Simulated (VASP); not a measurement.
# Se (P3_121) in VASP: a series of runs

Aim: see how the results for Se move with the level of theory and the settings. Levels: r2SCAN+D3(BJ), PBE. Tasks: single point, relaxation of cell and atoms.

All numbers are computed with VASP 6.6.1; they aren't measurements. Logs are shortened: lines on timing, memory, paths and dates and some standing lists are left out, and cuts for length are marked.

**1. The cell of the first run**

It takes space group P3_121 (No. 152, trigonal). Conventional cell: a = 4.307 Å, b = 4.307 Å, c = 4.887 Å, α = 90.00°, β = 90.00°, γ = 120.00°. Se (site symmetry 2) has 2 Se at 2.34 Å within 3.1 Å.

**2. Single point, r2SCAN+D3(BJ)**

File POSCAR:

```
Se
1.0
    4.3071900636      0.0000000000      0.0000000000
   -2.1535950318      3.7301360140      0.0000000000
    0.0000000000      0.0000000000      4.8866512526
Se
3
Direct
    0.7746000000      0.7746000000      0.0000000000
    0.0000000000      0.2254000000      0.6666666667
    0.2254000000      0.0000000000      0.3333333333
```

File INCAR.step1:

```
PREC     = Accurate       # precision mode
ENCUT    = 520            # plane-wave cutoff, eV
ISMEAR   = -1             # smearing method
SIGMA    = 0.05           # smearing width, eV
LREAL    = False          # projectors in reciprocal space
LASPH    = True           # aspherical terms in the spheres
NELM     = 60             # most SCF steps
NBANDS   = 16             # bands
GGA      = PE             # functional
ALGO     = Normal         # electronic algorithm
EDIFF    = 1E-4           # SCF threshold, eV
LWAVE    = True           # write WAVECAR
LCHARG   = False          # write CHGCAR
```

File INCAR.step2:

```
PREC     = Accurate       # precision mode
ENCUT    = 520            # plane-wave cutoff, eV
EDIFF    = 1E-7           # SCF threshold, eV
ISMEAR   = -1             # smearing method
SIGMA    = 0.05           # smearing width, eV
LREAL    = False          # projectors in reciprocal space
LASPH    = True           # aspherical terms in the spheres
NELM     = 60             # most SCF steps
ALGO     = Normal         # electronic algorithm
ISIF     = 2              # what is computed and relaxed
LWAVE    = False          # write WAVECAR
LCHARG   = False          # write CHGCAR
METAGGA  = R2SCAN         # meta-GGA
LMIXTAU  = True         
IVDW     = 12             # dispersion correction
VDW_S6   = 1.0          
VDW_S8   = 0.78981345   
VDW_A1   = 0.49484001   
VDW_A2   = 5.73083694   
NBANDS   = 16             # bands
ISTART   = 1
```

File KPOINTS:

```
Automatic mesh
0
Gamma
  7 7 6
```

Potentials or basis: VASP PAW PBE potentials, release 64 (Se).

On the command line:

```console
> cat potpaw_PBE.64/Se/POTCAR > POTCAR
> cp INCAR.step1 INCAR
> mpirun -np 1 vasp_std > vasp.out
> cp INCAR.step2 INCAR
> mpirun -np 1 vasp_std > vasp.out
```

OUTCAR:

```text
PREC = Accurate
   ENCUT = 520
   EDIFF = 1E-7
   ISMEAR = -1
   LREAL = False
   LASPH = True
   NELM = 60
   ISIF = 2
   METAGGA = R2SCAN
   IVDW = 12
   ISTART = 1
 IVDW          = 12

 ion  position               nearest neighbor table
   1  0.775  0.775  0.000-   2 2.34   3 2.34
   2  0.000  0.225  0.667-   1 2.34   3 2.34
   3  0.225  0.000  0.333-   1 2.34   2 2.34

  LATTYP: Found a hexagonal cell.
 ALAT       =     4.3071900636
 C/A-ratio  =     1.1345334616

  Lattice vectors:

 A1 = (   4.3071900636,   0.0000000000,   0.0000000000)
 A2 = (  -2.1535950318,   3.7301360140,   0.0000000000)
 A3 = (   0.0000000000,   0.0000000000,   4.8866512526)

Analysis of symmetry for initial positions (statically):
=====================================================================
 Subroutine PRICEL returns:
 Original cell was already a primitive cell.

 Routine SETGRP: Setting up the symmetry group for a
 hexagonal supercell.

 Subroutine GETGRP returns: Found  6 space group operations
 (whereof  2 operations were pure point group operations)
 out of a pool of 24 trial point group operations.

The static configuration has the point symmetry C_2 .
 The point group associated with its full space group is D_3 .

Analysis of symmetry for dynamics (positions and initial velocities):
=====================================================================
 Subroutine PRICEL returns:
 Original cell was already a primitive cell.

 Routine SETGRP: Setting up the symmetry group for a
 hexagonal supercell.

 Subroutine GETGRP returns: Found  6 space group operations
 (whereof  2 operations were pure point group operations)
 out of a pool of 24 trial point group operations.

The dynamic configuration has the point symmetry C_2 .
 The point group associated with its full space group is D_3 .

 Subroutine INISYM returns: Found  6 space group operations
 (whereof  2 operations are pure point group operations),
 and found     1 'primitive' translations

----------------------------------------------------------------------------------------

                                     Primitive cell

  volume of cell :      78.5109

  direct lattice vectors                    reciprocal lattice vectors
     4.307190064  0.000000000  0.000000000     0.232169926  0.134043369  0.000000000
    -2.153595032  3.730136014  0.000000000     0.000000000  0.268086739  0.000000000
     0.000000000  0.000000000  4.886651253     0.000000000  0.000000000  0.204639118

  length of vectors
     4.307190064  4.307190064  4.886651253     0.268086739  0.268086739  0.204639118

  position of ions in fractional coordinates (direct lattice)
     0.774600000  0.774600000  0.000000000
     0.000000000  0.225400000  0.666666667
     0.225400000  0.000000000  0.333333333

  ion indices of the primitive-cell ions
   primitive index   ion index
                 1           1
                 2           2
                 3           3

----------------------------------------------------------------------------------------

 KPOINTS: Automatic mesh

Automatic generation of k-mesh.
 Grid dimensions read from file:
 generate k-points for:    7    7    6

 Generating k-lattice:

  Cartesian coordinates                     Fractional coordinates (reciprocal lattice)
     0.033167132  0.019149053  0.000000000     0.142857143  0.000000000  0.000000000
     0.000000000  0.038298106  0.000000000     0.000000000  0.142857143  0.000000000
     0.000000000  0.000000000  0.034106520     0.000000000  0.000000000  0.166666667

  Length of vectors
     0.038298106  0.038298106  0.034106520

  Shift w.r.t. Gamma in fractional coordinates (k-lattice)
     0.000000000  0.000000000  0.000000000

 Subroutine IBZKPT returns following result:
 ===========================================

 Found     40 irreducible k-points:

 Following reciprocal coordinates:
            Coordinates               Weight
  0.000000  0.000000  0.000000      1.000000
  0.142857  0.000000  0.000000      6.000000
  0.285714  0.000000  0.000000      6.000000
  0.428571 -0.000000  0.000000      6.000000
  0.142857  0.142857  0.000000      6.000000
  0.285714  0.142857  0.000000     12.000000
[... 16 lines left out ...]
  0.000000  0.142857  0.333333      6.000000
  0.285714  0.000000  0.333333      6.000000
 [... further k-points ...]
   k-points           NKPTS =     40   k-points in BZ     NKDIM =     40   number of bands    NBANDS=     16
   number of dos      NEDOS =    301   number of ions     NIONS =      3
   total plane-waves  NPLWV =  36864
   dimension x,y,z NGX =    32 NGY =   32 NGZ =   36
   dimension x,y,z NGXF=    64 NGYF=   64 NGZF=   72
   ions per type =               3
   NGX,Y,Z   is equivalent  to a cutoff of  12.35, 12.35, 12.25 a.u.
   NGXF,Y,Z  is equivalent  to a cutoff of  24.70, 24.70, 24.49 a.u.
 SYSTEM =  unknown system
   PREC   = accura    normal or accurate (medium, high low for compatibility)
   ISTART =      1    job   : 0-new  1-cont  2-samecut
   ICHARG =      0    charge: 1-file 2-atom 10-const
   ISPIN  =      1    spin polarized calculation?
   LNONCOLLINEAR =      F non collinear calculations
   LSORBIT =      F    spin-orbit coupling
   LASPH  =      T    aspherical Exc in radial PAW
   ENCUT  =  520.0 eV  38.22 Ry    6.18 a.u.   8.01  8.01  9.09*2*pi/ulx,y,z
   NELM   =     60;   NELMIN=  2; NELMDL=  0     # of ELM steps
   EDIFF  = 0.1E-06   stopping-criterion for ELM
   LREAL  =      F    real-space projection
   EDIFFG = 0.1E-05   stopping-criterion for IOM
   NSW    =      0    number of steps for IOM
   IBRION =     -1    ionic relax: 0-MD 1-quasi-New 2-CG
   NFREE  =      0    steps in history (QN), initial steepest desc. (CG)
   ISIF   =      2    stress and relaxation
   ISYM   =      2    0-nonsym 1-usesym 2-fastsym
   POTIM  = 0.5000    time-step for ionic-motion
   TEBEG  =    0.0;   TEEND  =   0.0 temperature during run
   PSTRESS=    0.0 pullay stress
   NELECT =      18.0000    total number of electrons
   NUPDOWN=      -1.0000    fix difference up-down
   EMIN   =  10.00;   EMAX   =-10.00  energy-range for DOS
   EFERMI =   0.00;   METHOD = LEGACY
   ISMEAR =    -1;   SIGMA  =   0.05  broadening in eV -4-tet -1-fermi 0-gaus
   EFERMI_NEDOS =   21; number of points for ismear=-14 and -15
   IALGO  =     38    algorithm
   IMIX   =      4    mixing-type and parameters
     AMIX     =   0.40;   BMIX     =  1.00
     AMIX_MAG =   1.60;   BMIX_MAG =  1.00
  volume/ion in A,a.u.               =      26.17       176.61
  Fermi-wavevector in a.u.,A,eV,Ry     =   1.001972  1.893453 13.659544  1.003948
  Thomas-Fermi vector in A             =   2.134429
   LORBIT       =      0    0 simple, 1 ext, 2 COOP (PROOUT), +10 PAW based schemes
   METAGGA = R2SCAN    functional components
   LHFCALC =     F    Hartree Fock is set to
   AEXX    =    0.0000 exact exchange contribution
   IVDW    =    12    specifies the selected vdW correction
   LEPSILON=     F    determine dielectric tensor
   LRPA    =     F    only Hartree local field effects (RPA)
 non-spin polarized calculation
  energy-cutoff  :      520.00
  volume of cell :       78.51
 maximum number of plane-waves:      2130
   NGX = 17   NGY = 17   NGZ = 19

 number of electron      18.0000001 magnetization

 Free energy of the ion-electron system (eV)
  ---------------------------------------------------
  ext. energy  EPLUGINS =         0.00000000
  ---------------------------------------------------
  free energy    TOTEN  =       -42.85781178 eV

  energy without entropy =      -42.85781174  energy(sigma->0) =      -42.85781176

 E-fermi :   3.5753     XC(G=0):  -9.4622

 val. band max:        2.8562435804   @ k =   0.4286   0.1429   0.5000
 cond. band min:       4.2790883576   @ k =   0.0000   0.0000   0.5000
 fundamental gap:      1.4228447771
 Fermi energy:         3.5753492405

 k-point     1 :       0.0000    0.0000    0.0000
  band No.  band energies     occupation
      1     -14.0219      2.00000
      2      -9.4259      2.00000
      3      -9.4259      2.00000
      4      -1.2681      2.00000
      5      -1.2681      2.00000
      6      -1.2564      2.00000
[... 8 lines left out ...]
     15       9.7332      0.00000
     16      11.7154      0.00000

 k-point     2 :       0.1429    0.0000    0.0000
  band No.  band energies     occupation
      1     -13.9349      2.00000
      2      -9.5064      2.00000
      3      -9.4145      2.00000
      4      -1.9651      2.00000
      5      -1.5572      2.00000
      6      -1.0216      2.00000
[... 8 lines left out ...]
     15      10.6185      0.00000
     16      11.6789      0.00000

 k-point     3 :       0.2857    0.0000    0.0000
  band No.  band energies     occupation
      1     -13.7189      2.00000
      2      -9.7286      2.00000
      3      -9.3880      2.00000
      4      -2.5546      2.00000
      5      -1.9688      2.00000
      6      -1.0762      2.00000
[... 8 lines left out ...]
     15      11.6045      0.00000
     16      12.5289      0.00000

 k-point     4 :       0.4286   -0.0000    0.0000
  band No.  band energies     occupation
      1     -13.5182      2.00000
      2      -9.9546      2.00000
      3      -9.3659      2.00000
      4      -2.7692      2.00000
      5      -2.2282      2.00000
      6      -0.9929      2.00000
[... 8 lines left out ...]
     15      12.6939      0.00000
     16      13.4918      0.00000

 k-point     5 :       0.1429    0.1429    0.0000
  band No.  band energies     occupation
      1     -13.7824      2.00000
      2      -9.6368      2.00000
      3      -9.4204      2.00000
      4      -2.3697      2.00000
      5      -2.0278      2.00000
      6      -0.8938      2.00000
[... 8 lines left out ...]
     15      11.3571      0.00000
     16      11.9175      0.00000

 k-point     6 :       0.2857    0.1429    0.0000
  band No.  band energies     occupation
      1     -13.5674      2.00000
      2      -9.8306      2.00000
      3      -9.4456      2.00000
      4      -2.6585      2.00000
      5      -2.3227      2.00000
      6      -0.8428      2.00000
[... 8 lines left out ...]
     15      12.3082      0.00000
     16      13.0131      0.00000
[... 267 lines left out ...]
 k-point    21 :       0.0000    0.0000    0.3333
  band No.  band energies     occupation
      1     -13.4448      2.00000
      2     -11.7998      2.00000
      3      -7.2129      2.00000
      4      -2.2280      2.00000
      5      -0.9941      2.00000
      6      -0.8600      2.00000
[... 8 lines left out ...]
     15      11.1888      0.00000
     16      11.4700      0.00000

 k-point    22 :       0.1429    0.0000    0.3333
  band No.  band energies     occupation
      1     -13.3652      2.00000
      2     -11.7470      2.00000
      3      -7.4237      2.00000
      4      -2.4040      2.00000
      5      -1.4273      2.00000
      6      -0.8085      2.00000
[... 8 lines left out ...]
     15      11.0119      0.00000
     16      11.4849      0.00000

 k-point    23 :       0.0000    0.1429    0.3333
  band No.  band energies     occupation
      1     -13.3641      2.00000
      2     -11.7507      2.00000
      3      -7.4086      2.00000
      4      -2.4351      2.00000
      5      -1.5357      2.00000
      6      -0.8398      2.00000
[... 8 lines left out ...]
     15      10.8849      0.00000
     16      11.6004      0.00000

 k-point    24 :       0.2857    0.0000    0.3333
  band No.  band energies     occupation
      1     -13.1706      2.00000
      2     -11.6210      2.00000
      3      -7.9029      2.00000
      4      -2.7889      2.00000
      5      -1.9719      2.00000
      6      -1.0492      2.00000
[... 8 lines left out ...]
     15      11.0245      0.00000
     16      11.7617      0.00000

 [... further k-points ...]

------------------------ aborting loop because EDIFF is reached ----------------------------------------

 Edisp (eV)   -0.47063

 E8    (eV) :    -0.1493

  FORCE on cell =-STRESS in cart. coord.  units (eV):
  Direction    XX          YY          ZZ          XY          YZ          ZX
  --------------------------------------------------------------------------------------
  -------------------------------------------------------------------------------------
  Total       1.13348     1.13348     2.27782     0.00000     0.00000     0.00000
  in kB      23.13091    23.13091    46.48356     0.00000     0.00000     0.00000
  external pressure =       30.92 kB  Pullay stress =        0.00 kB

 VOLUME and BASIS-vectors are now :
 -----------------------------------------------------------------------------
  energy-cutoff  :      520.00
  volume of cell :       78.51
      direct lattice vectors                 reciprocal lattice vectors
     4.307190064  0.000000000  0.000000000     0.232169926  0.134043369  0.000000000
    -2.153595032  3.730136014  0.000000000     0.000000000  0.268086739  0.000000000
     0.000000000  0.000000000  4.886651253     0.000000000  0.000000000  0.204639118

 POSITION                                       TOTAL-FORCE (eV/Angst)
 -----------------------------------------------------------------------------------
      1.66817      2.88936      0.00000        -0.244503     -0.423491     -0.000000
     -0.48542      0.84077      3.25777        -0.244503      0.423491     -0.000000
      0.97084      0.00000      1.62888         0.489005     -0.000000      0.000000
 -----------------------------------------------------------------------------------
    total drift:                               -0.000000     -0.000001     -0.000000

  FREE ENERGIE OF THE ION-ELECTRON SYSTEM (eV)
  ---------------------------------------------------
  free  energy   TOTEN  =       -43.3284456746 eV

  energy  without entropy=      -43.3284456346  energy(sigma->0) =      -43.32844565
```

Wall time 4 min (1 thread of Intel Xeon 8259CL, shared host); peak memory 0.22 GiB.

What came out:

```yaml
Free_energy: -43.3284 eV
Pressure: 3.1 GPa
Largest_force: 0.489 eV/Å
Band_gap_on_the_k_mesh: 1.42 eV (least direct gap 1.76 eV)
Dispersion_energy_per_atom: -0.157 eV
```

Forces on the atoms (eV/Å):
```
Se  -0.245 -0.423  0.000
Se  -0.245  0.423  0.000
Se   0.489  0.000  0.000
```

Caveat: the cell stands under pressure; the PAW data sets were made with another functional, which shifts forces and pressure a little.

(Continued in part 2 of 2.)
